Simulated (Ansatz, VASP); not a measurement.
## Two plane-wave programs on Si16Ge

```
CELL_PARAMETERS angstrom
0.00000 5.43000 5.43000
5.43000 0.00000 5.43000
5.43000 5.43000 0.00000
ATOMIC_POSITIONS crystal
Si 0.99998 0.00013 0.00007
Si 0.12124 0.12123 0.12124
Si 0.99561 0.99560 0.50441
Si 0.12116 0.12114 0.63654
Si 0.99560 0.50442 0.99559
Si 0.12113 0.63660 0.12112
Si 0.99556 0.50443 0.50443
Si 0.12664 0.62446 0.62446
Si 0.50439 0.99561 0.99562
Si 0.63645 0.12117 0.12118
Si 0.50441 0.99557 0.50442
Si 0.62447 0.12659 0.62448
Si 0.50441 0.50443 0.99557
Si 0.62446 0.62447 0.12661
Si 0.50001 0.49996 0.49998
Si 0.62443 0.62444 0.62444
Ge 0.24996 0.25022 0.25011
```

Alike in both runs: functional PBE; k mesh 2 × 2 × 2; occupations fermi-dirac, width 0.02 eV; no spin polarisation.

Ansatz relaxed the structure, and its values are those at the end. VASP's run is a single point on that final structure, the one shown.

|  | VASP | Ansatz |
| --- | --- | --- |
| version | VASP 6.6.1 | Ansatz 0.2.0 |
| potentials or method | VASP PAW PBE potentials, release 64 (Si, Ge_d), cutoff 520 eV | scalar-relativistic, plane waves, PAW |
| valence electrons in the cell | 78 | 78 |

VASP gave:

```
rms of the force components (eV/Å) : 0.012
```

Q: What did Ansatz give for the same quantities?

A: rms of the force components (eV/Å): 0.013.

With one functional, cell and mesh, what is left measures potentials, basis and numerics.

The k mesh is coarse, so the values compare programs but aren't converged.
